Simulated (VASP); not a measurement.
# Mn2Al2Cu (P6/mmm) in VASP: relaxation of cell and atoms with PBE

Aim: the relaxation of cell and atoms of Mn2Al2Cu with PBE.

Everything below comes from runs of VASP 6.6.1. Logs are shortened: lines on timing, memory, paths and dates and some standing lists are left out, and cuts for length are marked.

**1. The cell of the first run**

It takes space group P6/mmm (No. 191, hexagonal). Conventional cell: a = 4.033 Å, b = 4.033 Å, c = 5.456 Å, α = 90.00°, β = 90.00°, γ = 120.00°. Within 3.1 Å of Mn (site symmetry -6m2) lie 3 Mn at 2.33 Å and 6 Al at 2.48 Å. Al (site symmetry 6mm) has 1 Al at 1.73 Å and 1 Cu at 1.86 Å within 2.3 Å. Cu (site symmetry 6/mmm) has 2 Al at 1.86 Å within 2.5 Å.

**2. Relaxation of cell and atoms, PBE, collinear spin, antiferromagnetic start**

File INCAR:

```
  PREC = Accurate
  ENCUT = 600
  EDIFF = 1E-6
  ISMEAR = 0
  SIGMA = 0.1
  LREAL = False
  LASPH = True
  NELM = 150
  ALGO = Normal
  ISIF = 3
  LWAVE = False
  LCHARG = False
  ISPIN = 2
  MAGMOM = 4 -4 0 0 0
  LORBIT = 11
  LMAXMIX = 4
  GGA = PE
  IBRION = 2
  NSW = 90
  EDIFFG = -0.04
```

File KPOINTS:

```
regular mesh
0
Gamma
  6 6 4
```

File POSCAR:

```
Mn2Al2Cu
1.0
    4.0325215000      0.0000000000      0.0000000000
   -2.0162607500      3.4922660600      0.0000000000
    0.0000000000      0.0000000000      5.4560472200
Mn Al Cu
2 2 1
Direct
    0.3333333300      0.6666666700      0.0000000000
    0.6666666700      0.3333333300      0.0000000000
    0.0000000000      0.0000000000      0.1586166500
    0.0000000000      0.0000000000      0.8413833500
    0.0000000000      0.0000000000      0.5000000000
```

Potentials or basis: VASP PAW PBE potentials, release 64 (Mn_pv, Al, Cu).

Command:

```console
cat potpaw_PBE.64/Mn_pv/POTCAR potpaw_PBE.64/Al/POTCAR potpaw_PBE.64/Cu/POTCAR > POTCAR
mpirun -np 1 vasp_std > vasp.out
```

OUTCAR:

```text
PREC = Accurate
   ENCUT = 600
   EDIFF = 1E-6
   ISMEAR = 0
   LREAL = False
   LASPH = True
   NELM = 150
   ISIF = 3
   ISPIN = 2
   LORBIT = 11
   GGA = PE
   IBRION = 2
   NSW = 90
   EDIFFG = -0.04

 ion  position               nearest neighbor table
   1  0.333  0.667  0.000-   2 2.33   2 2.33   2 2.33   4 2.48   3 2.48   4 2.48   3 2.48   4 2.48
                             3 2.48
   2  0.667  0.333  0.000-   1 2.33   1 2.33   1 2.33   4 2.48   3 2.48   3 2.48   4 2.48   3 2.48
                             4 2.48
   3  0.000  0.000  0.159-   4 1.73   5 1.86   1 2.48   2 2.48   1 2.48   2 2.48   2 2.48   1 2.48

   4  0.000  0.000  0.841-   3 1.73   5 1.86   1 2.48   2 2.48   1 2.48   2 2.48   2 2.48   1 2.48

   5  0.000  0.000  0.500-   3 1.86   4 1.86

  LATTYP: Found a hexagonal cell.
 ALAT       =     4.0325215000
 C/A-ratio  =     1.3530113156

  Lattice vectors:

 A1 = (   4.0325215000,   0.0000000000,   0.0000000000)
 A2 = (  -2.0162607500,   3.4922660600,   0.0000000000)
 A3 = (   0.0000000000,   0.0000000000,   5.4560472200)

Analysis of symmetry for initial positions (statically):
=====================================================================
 Subroutine PRICEL returns:
 Original cell was already a primitive cell.

 Routine SETGRP: Setting up the symmetry group for a
 hexagonal supercell.

 Subroutine GETGRP returns: Found 24 space group operations
 (whereof 24 operations were pure point group operations)
 out of a pool of 24 trial point group operations.

The static configuration has the point symmetry D_6h.

Analysis of symmetry for dynamics (positions and initial velocities):
=====================================================================
 Subroutine PRICEL returns:
 Original cell was already a primitive cell.

 Routine SETGRP: Setting up the symmetry group for a
 hexagonal supercell.

 Subroutine GETGRP returns: Found 24 space group operations
 (whereof 24 operations were pure point group operations)
 out of a pool of 24 trial point group operations.

The dynamic configuration has the point symmetry D_6h.

Analysis of structural, dynamic, and magnetic symmetry:
=====================================================================
 Subroutine PRICEL returns:
 Original cell was already a primitive cell.

 Routine SETGRP: Setting up the symmetry group for a
 hexagonal supercell.

 Subroutine GETGRP returns: Found 24 space group operations
 (whereof 24 operations were pure point group operations)
 out of a pool of 24 trial point group operations.

The overall configuration has the point symmetry D_6h.

 Subroutine INISYM returns: Found 24 space group operations
 (whereof 24 operations are pure point group operations),
 and found     1 'primitive' translations

----------------------------------------------------------------------------------------

                                     Primitive cell

  volume of cell :      76.8355

  direct lattice vectors                    reciprocal lattice vectors
     4.032521500  0.000000000  0.000000000     0.247983799  0.143173513  0.000000000
    -2.016260750  3.492266060  0.000000000     0.000000000  0.286347026  0.000000000
     0.000000000  0.000000000  5.456047220     0.000000000  0.000000000  0.183282871

  length of vectors
     4.032521500  4.032521500  5.456047220     0.286347026  0.286347026  0.183282871

  position of ions in fractional coordinates (direct lattice)
     0.333333330  0.666666670  0.000000000
     0.666666670  0.333333330  0.000000000
     0.000000000  0.000000000  0.158616650
     0.000000000  0.000000000  0.841383350
     0.000000000  0.000000000  0.500000000

  ion indices of the primitive-cell ions
   primitive index   ion index
                 1           1
                 2           2
                 3           3
                 4           4
                 5           5

----------------------------------------------------------------------------------------

 KPOINTS: regular mesh

Automatic generation of k-mesh.
 Grid dimensions read from file:
 generate k-points for:    6    6    4

 Generating k-lattice:

  Cartesian coordinates                     Fractional coordinates (reciprocal lattice)
     0.041330633  0.023862252  0.000000000     0.166666667  0.000000000  0.000000000
     0.000000000  0.047724504  0.000000000     0.000000000  0.166666667  0.000000000
     0.000000000  0.000000000  0.045820718     0.000000000  0.000000000  0.250000000

  Length of vectors
     0.047724504  0.047724504  0.045820718

  Shift w.r.t. Gamma in fractional coordinates (k-lattice)
     0.000000000  0.000000000  0.000000000

 Subroutine IBZKPT returns following result:
 ===========================================

 Found     21 irreducible k-points:

 Following reciprocal coordinates:
            Coordinates               Weight
  0.000000  0.000000  0.000000      1.000000
  0.166667  0.000000  0.000000      6.000000
  0.333333 -0.000000  0.000000      6.000000
  0.500000  0.000000  0.000000      3.000000
  0.166667  0.166667  0.000000      6.000000
  0.333333  0.166667  0.000000     12.000000
[... 13 lines left out ...]
  0.333333  0.166667  0.500000     12.000000
  0.333333  0.333333  0.500000      2.000000
   k-points           NKPTS =     21   k-points in BZ     NKDIM =     21   number of bands    NBANDS=     25
   number of dos      NEDOS =    301   number of ions     NIONS =      5
   total plane-waves  NPLWV =  49152
   dimension x,y,z NGX =    32 NGY =   32 NGZ =   48
   dimension x,y,z NGXF=    64 NGYF=   64 NGZF=   96
   ions per type =               2   2   1
   NGX,Y,Z   is equivalent  to a cutoff of  13.19, 13.19, 14.63 a.u.
   NGXF,Y,Z  is equivalent  to a cutoff of  26.38, 26.38, 29.25 a.u.
 SYSTEM =  unknown system
   PREC   = accura    normal or accurate (medium, high low for compatibility)
   ISTART =      0    job   : 0-new  1-cont  2-samecut
   ICHARG =      2    charge: 1-file 2-atom 10-const
   ISPIN  =      2    spin polarized calculation?
   LNONCOLLINEAR =      F non collinear calculations
   LSORBIT =      F    spin-orbit coupling
   LASPH  =      T    aspherical Exc in radial PAW
   ENCUT  =  600.0 eV  44.10 Ry    6.64 a.u.   8.05  8.05 10.90*2*pi/ulx,y,z
   NELM   =    150;   NELMIN=  2; NELMDL= -5     # of ELM steps
   EDIFF  = 0.1E-05   stopping-criterion for ELM
   LREAL  =      F    real-space projection
   EDIFFG = -.4E-01   stopping-criterion for IOM
   NSW    =     90    number of steps for IOM
   IBRION =      2    ionic relax: 0-MD 1-quasi-New 2-CG
   NFREE  =      1    steps in history (QN), initial steepest desc. (CG)
   ISIF   =      3    stress and relaxation
   ISYM   =      2    0-nonsym 1-usesym 2-fastsym
   POTIM  = 0.5000    time-step for ionic-motion
   TEBEG  =    0.0;   TEEND  =   0.0 temperature during run
   PSTRESS=    0.0 pullay stress
   NELECT =      43.0000    total number of electrons
   NUPDOWN=      -1.0000    fix difference up-down
   EMIN   =  10.00;   EMAX   =-10.00  energy-range for DOS
   EFERMI =   0.00;   METHOD = LEGACY
   ISMEAR =     0;   SIGMA  =   0.10  broadening in eV -4-tet -1-fermi 0-gaus
   EFERMI_NEDOS =   21; number of points for ismear=-14 and -15
   IALGO  =     38    algorithm
   IMIX   =      4    mixing-type and parameters
     AMIX     =   0.40;   BMIX     =  1.00
     AMIX_MAG =   1.60;   BMIX_MAG =  1.00
  volume/ion in A,a.u.               =      15.37       103.70
  Fermi-wavevector in a.u.,A,eV,Ry     =   1.349098  2.549426 24.763505  1.820066
  Thomas-Fermi vector in A             =   2.476713
   LORBIT       =     11    0 simple, 1 ext, 2 COOP (PROOUT), +10 PAW based schemes
   GGA     = PE    functional components
   LHFCALC =     F    Hartree Fock is set to
   AEXX    =    0.0000 exact exchange contribution
   IVDW    =     0    specifies the selected vdW correction
   LEPSILON=     F    determine dielectric tensor
   LRPA    =     F    only Hartree local field effects (RPA)
 conjugate gradient relaxation of ions
 spin polarized calculation
 Gauss-broadening in eV      SIGMA  =   0.10
  energy-cutoff  :      600.00
  volume of cell :       76.84
 maximum number of plane-waves:      2586
   NGX = 17   NGY = 17   NGZ = 21

--------------------------------------- Ionic step        1  -------------------------------------------

 number of electron      43.0000001 magnetization       0.0000000

 number of electron      43.0000001 magnetization      -0.0000000

 Free energy of the ion-electron system (eV)
  ---------------------------------------------------
  ext. energy  EPLUGINS =         0.00000000
  ---------------------------------------------------
  free energy    TOTEN  =       -18.17900286 eV

  energy without entropy =      -18.16179752  energy(sigma->0) =      -18.17040019

------------------------ aborting loop because EDIFF is reached ----------------------------------------

  FORCE on cell =-STRESS in cart. coord.  units (eV):
  Direction    XX          YY          ZZ          XY          YZ          ZX
  --------------------------------------------------------------------------------------
  -------------------------------------------------------------------------------------
  Total        4.9375557      4.9375557     59.7539207     -0.0000000     -0.0000000      0.0000000
  in kB      102.9580854    102.9580854   1245.9908520     -0.0000000     -0.0000000      0.0000000
  external PRESSURE =     483.9690076 kB  Pullay stress =       0.0000000 kB
[... 2481 lines left out ...]
     24       5.9801      0.00000
     25       6.2158      0.00000

[... ionic steps 4 to 8 ...]

--------------------------------------- Ionic step        9  -------------------------------------------

 number of electron      43.0000089 magnetization       0.0000000

 number of electron      43.0000089 magnetization      -0.0000000
[... 79 lines left out ...]
 number of electron      43.0000086 magnetization       0.0000000

 number of electron      43.0000086 magnetization      -0.0000000

 Free energy of the ion-electron system (eV)
  ---------------------------------------------------
  ext. energy  EPLUGINS =         0.00000000
  ---------------------------------------------------
  free energy    TOTEN  =       -26.65368314 eV

  energy without entropy =      -26.62027791  energy(sigma->0) =      -26.63698053

 E-fermi :   4.6734     XC(G=0):  -9.8783

 val. band max:        4.6706994730   @ k =   0.3333   0.1667   0.2500
 cond. band min:       4.6841217308   @ k =   0.3333  -0.0000   0.0000
 fundamental gap:      0.0134222578
 Fermi energy:         4.6734062324
[... 1211 lines left out ...]
  FREE ENERGIE OF THE ION-ELECTRON SYSTEM (eV)
  ---------------------------------------------------
  free  energy   TOTEN  =       -26.6536831426 eV

  energy  without entropy=      -26.6202779136  energy(sigma->0) =      -26.63698053

 reached required accuracy - stopping structural energy minimisation

 total charge

# of ion       s       p       d       tot
------------------------------------------
    1        0.457   6.361   5.337  12.154
    2        0.457   6.361   5.337  12.154
    3        0.450   0.316   0.000   0.766
    4        0.450   0.316   0.000   0.766
    5        0.504   0.139   9.239   9.882
--------------------------------------------------
tot          2.318  13.492  19.913  35.723

 magnetization (x)

# of ion       s       p       d       tot
------------------------------------------
    1        0.000   0.000   0.001   0.001
    2       -0.000  -0.000  -0.001  -0.001
    3        0.000   0.000   0.000   0.000
    4        0.000   0.000   0.000   0.000
    5        0.000   0.000   0.000   0.000
--------------------------------------------------
tot          0.000   0.000   0.000   0.000
```

Run time: 31 min. Hardware: 1 thread of Oxide Virtual Turin-like, shared host; peak memory 0.28 GiB.

Results:

```
Free energy                                           : -26.6537 eV
Relaxed volume                                        : 18.81 Å³/atom
Relaxed cell                                          : a = 3.659 Å, b = 3.659 Å, c = 8.112 Å, α = 90.00°, β = 90.00°, γ = 120.00°
Space group after relaxing (to 0.05 Å)                : P6/mmm (No. 191)
Energy gained by relaxing                             : 1694.9 meV/atom
Ionic steps                                           : 11
Pressure after relaxing                               : 0.0 GPa
Largest force after relaxing                          : 0.023 eV/Å
Net moment                                            : 0.00 μB per cell
Valence electrons inside the program's atomic spheres : Mn 12.15; Al 0.77; Cu 9.88
```

Forces in eV/Å, atoms in the order of the input:
```
Mn   0.000  0.000  0.000
Mn   0.000  0.000  0.000
Al   0.000  0.000  0.023
Al   0.000  0.000 -0.023
Cu   0.000  0.000  0.000
```

The path:
```csv
step,energy change (eV),largest force (eV/Å),pressure (GPa),volume (Å³)
1,0.0000,10.2028,48.40,76.84
2,-4.2424,3.8180,-11.45,132.95
3,-4.7980,4.3056,-10.24,126.14
4,-5.1051,4.6352,-9.28,121.74
5,-5.6484,5.6661,-5.32,109.97
6,-7.9993,0.1405,-9.50,107.03
7,-8.0055,0.4408,-9.67,107.73
8,-8.4105,0.5967,4.03,90.53
9,-8.4640,0.2712,-0.25,94.40
10,-8.4735,0.1065,-0.15,94.18
11,-8.4747,0.0231,0.00,94.07
```

Final structure:
```
Mn Al Cu
1.0
     3.65921    0.00000    0.00000
    -1.82960    3.16897    0.00000
     0.00000    0.00000    8.11193
Mn Al Cu
2 2 1
Direct
  0.33333 0.66667 0.00000
  0.66667 0.33333 0.00000
  0.00000 0.00000 0.20274
  0.00000 0.00000 0.79727
  0.00000 0.00000 0.50000
```

Caveat: the starting moments collapsed, and a magnetic state may lie lower; the volume moved by over 15 % at a fixed basis, so the end points are rough.
